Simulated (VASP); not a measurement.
# Os (Fm-3m) in VASP: a series of runs

The runs below take Os through single point, with PBE.

All numbers are computed with VASP 6.6.1; they aren't measurements. Logs are shortened: lines on timing, memory, paths and dates and some standing lists are left out, and cuts for length are marked.

### 1 The cell of the first run

Symmetry: Fm-3m, No. 225, cubic system. Conventional cell: a = 3.857 Å, b = 3.857 Å, c = 3.857 Å, α = 90.00°, β = 90.00°, γ = 90.00°. Os (site symmetry m-3m) has 12 Os at 2.73 Å within 3.6 Å.

### 2 Single point, PBE

Contents of INCAR:

```
PREC     = Accurate       # precision mode
ENCUT    = 520            # plane-wave cutoff, eV
EDIFF    = 1E-7           # SCF threshold, eV
ISMEAR   = -1             # smearing method
SIGMA    = 0.1            # smearing width, eV
LREAL    = False          # projectors in reciprocal space
LASPH    = True           # aspherical terms in the spheres
NELM     = 80             # most SCF steps
ALGO     = Normal         # electronic algorithm
ISIF     = 2              # what is computed and relaxed
LWAVE    = False          # write WAVECAR
LCHARG   = False          # write CHGCAR
GGA      = PE             # functional
NBANDS   = 10             # bands
```

Contents of KPOINTS:

```
Automatic mesh
0
Gamma
  23 23 23
```

Contents of POSCAR:

```
Os
1.0
    0.0000000000      1.9287076913      1.9287076913
    1.9287076913      0.0000000000      1.9287076913
    1.9287076913      1.9287076913      0.0000000000
Os
1
Direct
    0.0000000000      0.0000000000      0.0000000000
```

Potentials or basis: VASP PAW PBE potentials, release 64 (Os).

Command:

```sh
cat potpaw_PBE.64/Os/POTCAR > POTCAR
mpirun -np 1 vasp_std > vasp.out
```

OUTCAR:

```text
PREC = Accurate
   ENCUT = 520
   EDIFF = 1E-7
   ISMEAR = -1
   LREAL = False
   LASPH = True
   NELM = 80
   ISIF = 2
   GGA = PE

 ion  position               nearest neighbor table
   1  0.000  0.000  0.000-

  LATTYP: Found a face centered cubic cell.
 ALAT       =     3.8574153826

  Lattice vectors:

 A1 = (   0.0000000000,   1.9287076913,   1.9287076913)
 A2 = (   1.9287076913,   0.0000000000,   1.9287076913)
 A3 = (   1.9287076913,   1.9287076913,   0.0000000000)

Analysis of symmetry for initial positions (statically):
=====================================================================
 Subroutine PRICEL returns:
 Original cell was already a primitive cell.

 Routine SETGRP: Setting up the symmetry group for a
 face centered cubic supercell.

 Subroutine GETGRP returns: Found 48 space group operations
 (whereof 48 operations were pure point group operations)
 out of a pool of 48 trial point group operations.

The static configuration has the point symmetry O_h .

Analysis of symmetry for dynamics (positions and initial velocities):
=====================================================================
 Subroutine PRICEL returns:
 Original cell was already a primitive cell.

 Routine SETGRP: Setting up the symmetry group for a
 face centered cubic supercell.

 Subroutine GETGRP returns: Found 48 space group operations
 (whereof 48 operations were pure point group operations)
 out of a pool of 48 trial point group operations.

The dynamic configuration has the point symmetry O_h .

 Subroutine INISYM returns: Found 48 space group operations
 (whereof 48 operations are pure point group operations),
 and found     1 'primitive' translations

----------------------------------------------------------------------------------------

                                     Primitive cell

  volume of cell :      14.3493

  direct lattice vectors                    reciprocal lattice vectors
     0.000000000  1.928707691  1.928707691    -0.259240943  0.259240943  0.259240943
     1.928707691  0.000000000  1.928707691     0.259240943 -0.259240943  0.259240943
     1.928707691  1.928707691  0.000000000     0.259240943  0.259240943 -0.259240943

  length of vectors
     2.727604575  2.727604575  2.727604575     0.449018484  0.449018484  0.449018484

  position of ions in fractional coordinates (direct lattice)
     0.000000000  0.000000000  0.000000000

  ion indices of the primitive-cell ions
   primitive index   ion index
                 1           1

----------------------------------------------------------------------------------------

 KPOINTS: Automatic mesh

Automatic generation of k-mesh.
 Grid dimensions read from file:
 generate k-points for:   23   23   23

 Generating k-lattice:

  Cartesian coordinates                     Fractional coordinates (reciprocal lattice)
    -0.011271345  0.011271345  0.011271345     0.043478261  0.000000000  0.000000000
     0.011271345 -0.011271345  0.011271345     0.000000000  0.043478261  0.000000000
     0.011271345  0.011271345 -0.011271345     0.000000000  0.000000000  0.043478261

  Length of vectors
     0.019522543  0.019522543  0.019522543

  Shift w.r.t. Gamma in fractional coordinates (k-lattice)
     0.000000000  0.000000000  0.000000000

 Subroutine IBZKPT returns following result:
 ===========================================

 Found    364 irreducible k-points:

 Following reciprocal coordinates:
            Coordinates               Weight
  0.000000  0.000000  0.000000      1.000000
  0.043478  0.000000  0.000000      8.000000
  0.086957  0.000000  0.000000      8.000000
  0.130435  0.000000  0.000000      8.000000
  0.173913  0.000000  0.000000      8.000000
  0.217391  0.000000  0.000000      8.000000
[... 16 lines left out ...]
  0.478261  0.043478  0.000000     24.000000
 -0.478261  0.043478  0.000000     24.000000
 [... further k-points ...]
   k-points           NKPTS =    364   k-points in BZ     NKDIM =    364   number of bands    NBANDS=     10
   number of dos      NEDOS =    301   number of ions     NIONS =      1
   total plane-waves  NPLWV =   8000
   dimension x,y,z NGX =    20 NGY =   20 NGZ =   20
   dimension x,y,z NGXF=    40 NGYF=   40 NGZF=   40
   ions per type =               1
   NGX,Y,Z   is equivalent  to a cutoff of  12.19, 12.19, 12.19 a.u.
   NGXF,Y,Z  is equivalent  to a cutoff of  24.38, 24.38, 24.38 a.u.
 SYSTEM =  unknown system
   PREC   = accura    normal or accurate (medium, high low for compatibility)
   ISTART =      0    job   : 0-new  1-cont  2-samecut
   ICHARG =      2    charge: 1-file 2-atom 10-const
   ISPIN  =      1    spin polarized calculation?
   LNONCOLLINEAR =      F non collinear calculations
   LSORBIT =      F    spin-orbit coupling
   LASPH  =      T    aspherical Exc in radial PAW
   ENCUT  =  520.0 eV  38.22 Ry    6.18 a.u.   5.07  5.07  5.07*2*pi/ulx,y,z
   NELM   =     80;   NELMIN=  2; NELMDL= -5     # of ELM steps
   EDIFF  = 0.1E-06   stopping-criterion for ELM
   LREAL  =      F    real-space projection
   EDIFFG = 0.1E-05   stopping-criterion for IOM
   NSW    =      0    number of steps for IOM
   IBRION =     -1    ionic relax: 0-MD 1-quasi-New 2-CG
   NFREE  =      0    steps in history (QN), initial steepest desc. (CG)
   ISIF   =      2    stress and relaxation
   ISYM   =      2    0-nonsym 1-usesym 2-fastsym
   POTIM  = 0.5000    time-step for ionic-motion
   TEBEG  =    0.0;   TEEND  =   0.0 temperature during run
   PSTRESS=    0.0 pullay stress
   NELECT =       8.0000    total number of electrons
   NUPDOWN=      -1.0000    fix difference up-down
   EMIN   =  10.00;   EMAX   =-10.00  energy-range for DOS
   EFERMI =   0.00;   METHOD = LEGACY
   ISMEAR =    -1;   SIGMA  =   0.10  broadening in eV -4-tet -1-fermi 0-gaus
   EFERMI_NEDOS =   21; number of points for ismear=-14 and -15
   IALGO  =     38    algorithm
   IMIX   =      4    mixing-type and parameters
     AMIX     =   0.40;   BMIX     =  1.00
     AMIX_MAG =   1.60;   BMIX_MAG =  1.00
  volume/ion in A,a.u.               =      14.35        96.83
  Fermi-wavevector in a.u.,A,eV,Ry     =   1.347395  2.546208 24.701031  1.815475
  Thomas-Fermi vector in A             =   2.475150
   LORBIT       =      0    0 simple, 1 ext, 2 COOP (PROOUT), +10 PAW based schemes
   GGA     = PE    functional components
   LHFCALC =     F    Hartree Fock is set to
   AEXX    =    0.0000 exact exchange contribution
   IVDW    =     0    specifies the selected vdW correction
   LEPSILON=     F    determine dielectric tensor
   LRPA    =     F    only Hartree local field effects (RPA)
 non-spin polarized calculation
  energy-cutoff  :      520.00
  volume of cell :       14.35
 maximum number of plane-waves:       395
   NGX = 11   NGY = 11   NGZ = 11

 number of electron       8.0000000 magnetization

 Free energy of the ion-electron system (eV)
  ---------------------------------------------------
  ext. energy  EPLUGINS =         0.00000000
  ---------------------------------------------------
  free energy    TOTEN  =       -11.12500253 eV

  energy without entropy =      -11.09748220  energy(sigma->0) =      -11.11124237

 E-fermi :   8.9934     XC(G=0): -13.9092

 val. band max:        8.9914597873   @ k =  -0.3478   0.4348   0.1304
 cond. band min:       9.0070990724   @ k =   0.3043   0.1304   0.0000
 fundamental gap:      0.0156392852
 Fermi energy:         8.9934362075

 k-point     1 :       0.0000    0.0000    0.0000
  band No.  band energies     occupation
      1      -1.6290      2.00000
      2       6.0774      2.00000
      3       6.0774      2.00000
      4       6.0774      2.00000
      5       9.0132      0.90126
      6       9.0132      0.90126
      7      23.2335      0.00000
      8      28.9071      0.00000
      9      28.9071      0.00000
     10      28.9071      0.00000

 k-point     2 :       0.0435    0.0000    0.0000
  band No.  band energies     occupation
      1      -1.5423      2.00000
      2       6.0242      2.00000
      3       6.1173      2.00000
      4       6.1173      2.00000
      5       8.9841      1.04650
      6       8.9841      1.04650
      7      23.3954      0.00000
      8      28.4163      0.00000
      9      29.0598      0.00000
     10      29.0598      0.00000

 k-point     3 :       0.0870    0.0000    0.0000
  band No.  band energies     occupation
      1      -1.2877      2.00000
      2       5.8786      2.00000
      3       6.2280      2.00000
      4       6.2280      2.00000
      5       8.9103      1.39320
      6       8.9103      1.39320
      7      23.8573      0.00000
      8      27.3765      0.00000
      9      29.5097      0.00000
     10      29.5097      0.00000

 k-point     4 :       0.1304    0.0000    0.0000
  band No.  band energies     occupation
      1      -0.8831      2.00000
      2       5.6802      2.00000
      3       6.3795      2.00000
      4       6.3795      2.00000
      5       8.8341      1.66224
      6       8.8341      1.66224
      7      24.5257      0.00000
      8      26.2519      0.00000
      9      30.2334      0.00000
     10      30.2334      0.00000
[... 222 lines left out ...]
 k-point    22 :       0.4348    0.0435    0.0000
  band No.  band energies     occupation
      1       1.5707      2.00000
      2       5.9252      2.00000
      3       6.0985      2.00000
      4       7.6779      2.00000
      5      11.0513      0.00000
      6      11.1573      0.00000
      7      18.7413      0.00000
      8      23.3710      0.00000
      9      29.4663      0.00000
     10      30.0872      0.00000

 k-point    23 :       0.4783    0.0435    0.0000
  band No.  band energies     occupation
      1       1.5705      2.00000
      2       5.8572      2.00000
      3       6.0179      2.00000
      4       8.3019      1.99802
      5      11.3343      0.00000
      6      11.4780      0.00000
      7      17.8790      0.00000
      8      23.0171      0.00000
      9      29.0661      0.00000
     10      29.3019      0.00000

 k-point    24 :      -0.4783    0.0435    0.0000
  band No.  band energies     occupation
      1       1.5688      2.00000
      2       5.8476      2.00000
      3       5.9893      2.00000
      4       8.4903      1.98702
      5      11.2978      0.00000
      6      11.6707      0.00000
      7      17.6319      0.00000
      8      22.9319      0.00000
      9      28.9401      0.00000
     10      29.1230      0.00000

 [... further k-points ...]

------------------------ aborting loop because EDIFF is reached ----------------------------------------

  FORCE on cell =-STRESS in cart. coord.  units (eV):
  Direction    XX          YY          ZZ          XY          YZ          ZX
  --------------------------------------------------------------------------------------
  -------------------------------------------------------------------------------------
  Total       -0.0325334     -0.0325334     -0.0325334     -0.0000000     -0.0000000      0.0000000
  in kB       -3.6325411     -3.6325411     -3.6325411     -0.0000000     -0.0000000      0.0000000
  external PRESSURE =      -3.6325411 kB  Pullay stress =       0.0000000 kB

 VOLUME and BASIS-vectors are now :
 -----------------------------------------------------------------------------
  energy-cutoff  :      520.00
  volume of cell :       14.35
      direct lattice vectors                 reciprocal lattice vectors
     0.000000000  1.928707691  1.928707691    -0.259240943  0.259240943  0.259240943
     1.928707691  0.000000000  1.928707691     0.259240943 -0.259240943  0.259240943
     1.928707691  1.928707691  0.000000000     0.259240943  0.259240943 -0.259240943

 POSITION                                       TOTAL-FORCE (eV/Angst)
 -----------------------------------------------------------------------------------
      0.00000      0.00000      0.00000        -0.000000      0.000000      0.000000
 -----------------------------------------------------------------------------------
    total drift:                                0.000000      0.000000     -0.000000

  FREE ENERGIE OF THE ION-ELECTRON SYSTEM (eV)
  ---------------------------------------------------
  free  energy   TOTEN  =       -11.1250025336 eV

  energy  without entropy=      -11.0974821990  energy(sigma->0) =      -11.11124237
```

It took 27 s on 1 thread of Intel Xeon Platinum 8488C (Sapphire Rapids), shared host; peak memory 0.17 GiB.

Results:

```yaml
Free_energy: -11.1250 eV
Pressure: -0.4 GPa
Band_gap_on_the_k_mesh: zero (band 4 reaches 11.28 eV, above the bottom of band 5 at 7.53 eV)
```

Caveat: spin-orbit coupling is left out, which moves the levels of the heavy elements.

### 3 Single point, PBE, non-collinear spin, zero start, spin-orbit coupling

Contents of INCAR:

```
SYSTEM = Os
PREC = Accurate
ENCUT = 520
EDIFF = 1E-6
ISMEAR = -1
SIGMA = 0.1
LREAL = .FALSE.
LASPH = .TRUE.
NELM = 150
ALGO = Normal
ISIF = 2
LWAVE = .FALSE.
LCHARG = .FALSE.
MAGMOM = 0 0 0
LORBIT = 11
LSORBIT = .TRUE.
GGA_COMPAT = .FALSE.
LORBMOM = .TRUE.
LMAXMIX = 4
GGA = PE
NBANDS = 19
```

Contents of KPOINTS:

```
regular mesh
0
G
  14 14 14
  0 0 0
```

POSCAR is that of step 2.

Potentials or basis: VASP PAW PBE potentials, release 64 (Os).

Command:

```sh
cat potpaw_PBE.64/Os/POTCAR > POTCAR
mpirun -np 1 vasp_ncl > vasp.out
```

OUTCAR:

```text
SYSTEM = Os
   PREC = Accurate
   ENCUT = 520
   EDIFF = 1E-6
   ISMEAR = -1
   LREAL = .FALSE.
   LASPH = .TRUE.
   NELM = 150
   ISIF = 2
   LORBIT = 11
   LSORBIT = .TRUE.
   GGA = PE

 ion  position               nearest neighbor table
   1  0.000  0.000  0.000-

  LATTYP: Found a face centered cubic cell.
 ALAT       =     3.8574153826

  Lattice vectors:

 A1 = (   0.0000000000,   1.9287076913,   1.9287076913)
 A2 = (   1.9287076913,   0.0000000000,   1.9287076913)
 A3 = (   1.9287076913,   1.9287076913,   0.0000000000)

Analysis of symmetry for initial positions (statically):
=====================================================================
 Subroutine PRICEL returns:
 Original cell was already a primitive cell.

 Routine SETGRP: Setting up the symmetry group for a
 face centered cubic supercell.

 Subroutine GETGRP returns: Found 48 space group operations
 (whereof 48 operations were pure point group operations)
 out of a pool of 48 trial point group operations.

The static configuration has the point symmetry O_h .

Analysis of symmetry for dynamics (positions and initial velocities):
=====================================================================
 Subroutine PRICEL returns:
 Original cell was already a primitive cell.

 Routine SETGRP: Setting up the symmetry group for a
 face centered cubic supercell.

 Subroutine GETGRP returns: Found 48 space group operations
 (whereof 48 operations were pure point group operations)
 out of a pool of 48 trial point group operations.

The dynamic configuration has the point symmetry O_h .

Analysis of structural, dynamic, and magnetic symmetry:
=====================================================================
 Subroutine PRICEL returns:
 Original cell was already a primitive cell.
[... 698 lines left out ...]
  -------------------------------------------------------------------------------------
  Total        0.0272323      0.0272323      0.0272323     -0.0000000      0.0000000     -0.0000000
  in kB        3.0406430      3.0406430      3.0406430     -0.0000000      0.0000000     -0.0000000
  external PRESSURE =       3.0406430 kB  Pullay stress =       0.0000000 kB

 VOLUME and BASIS-vectors are now :
 -----------------------------------------------------------------------------
  energy-cutoff  :      520.00
  volume of cell :       14.35
      direct lattice vectors                 reciprocal lattice vectors
     0.000000000  1.928707691  1.928707691    -0.259240943  0.259240943  0.259240943
     1.928707691  0.000000000  1.928707691     0.259240943 -0.259240943  0.259240943
     1.928707691  1.928707691  0.000000000     0.259240943  0.259240943 -0.259240943

 POSITION                                       TOTAL-FORCE (eV/Angst)
 -----------------------------------------------------------------------------------
      0.00000      0.00000      0.00000         0.000000     -0.000000     -0.000000
 -----------------------------------------------------------------------------------
    total drift:                                0.000000      0.000000      0.000000

  FREE ENERGIE OF THE ION-ELECTRON SYSTEM (eV)
  ---------------------------------------------------
  free  energy   TOTEN  =       -11.4615128127 eV

  energy  without entropy=      -11.4306498489  energy(sigma->0) =      -11.44608133

 orbital moment (x)

 # of ion     p       d       tot
 ----------------------------------------
  1        -0.000   0.000   0.000
 ----------------------------------------
           -0.000   0.000   0.000

 orbital moment (y)

 # of ion     p       d       tot
 ----------------------------------------
  1        -0.000  -0.000  -0.000
 ----------------------------------------
           -0.000  -0.000  -0.000

 orbital moment (z)

 # of ion     p       d       tot
 ----------------------------------------
  1         0.000   0.000   0.000
 ----------------------------------------
            0.000   0.000   0.000

 Spin-Orbit-Coupling matrix elements

 Ion:    1  E_soc:     -0.6832932
 l=   1
     0.0000000    -0.0428774    -0.0428774
    -0.0428774     0.0000000    -0.0428774
    -0.0428774    -0.0428774     0.0000000
 l=   2
     0.0000000    -0.0130284     0.0000000    -0.0130284    -0.0579763
    -0.0130284     0.0000000    -0.0434823    -0.0130284    -0.0144941
     0.0000000    -0.0434823     0.0000000    -0.0434823     0.0000000
    -0.0130284    -0.0130284    -0.0434823     0.0000000    -0.0144941
    -0.0579763    -0.0144941     0.0000000    -0.0144941     0.0000000
 l=   3
     0.0000000     0.0000000     0.0000000     0.0000000     0.0000000     0.0000000     0.0000000
     0.0000000     0.0000000     0.0000000     0.0000000     0.0000000     0.0000000     0.0000000
     0.0000000     0.0000000     0.0000000     0.0000000     0.0000000     0.0000000     0.0000000
     0.0000000     0.0000000     0.0000000     0.0000000     0.0000000     0.0000000     0.0000000
     0.0000000     0.0000000     0.0000000     0.0000000     0.0000000     0.0000000     0.0000000
     0.0000000     0.0000000     0.0000000     0.0000000     0.0000000     0.0000000     0.0000000
     0.0000000     0.0000000     0.0000000     0.0000000     0.0000000     0.0000000     0.0000000

 total charge

# of ion       s       p       d       tot
------------------------------------------
    1        0.655   0.755   5.974   7.385

 magnetization (x)

# of ion       s       p       d       tot
------------------------------------------
    1        0.000   0.000   0.000   0.000

 magnetization (y)

# of ion       s       p       d       tot
------------------------------------------
    1        0.000  -0.000   0.000   0.000

 magnetization (z)

# of ion       s       p       d       tot
------------------------------------------
    1        0.000   0.000   0.000   0.000
```

stdout:

```text
POSCAR found type information on POSCAR Os
 POSCAR found :  1 types and       1 ions
 scaLAPACK will be used
 LDA part: xc-table for (Slater+PW92), standard interpolation
 POSCAR, INCAR and KPOINTS ok, starting setup
 FFT: planning ... GRIDC
 FFT: planning ... GRID_SOFT
 FFT: planning ... GRID
 WAVECAR not read
 entering main loop
```

It took 44 s on 1 thread of Intel Xeon Platinum 8488C (Sapphire Rapids), shared host; peak memory 0.18 GiB.

What came out:

| Quantity | Value |
| --- | --- |
| Free energy | -11.4615 eV |
| Pressure | 0.3 GPa |
| Net moment | 0.00 μB per cell |
| Valence electrons inside the program's atomic spheres | Os 7.38 |

Moments on the atoms (μB; x, y, z):
```
Os  0.00 0.00 0.00
```
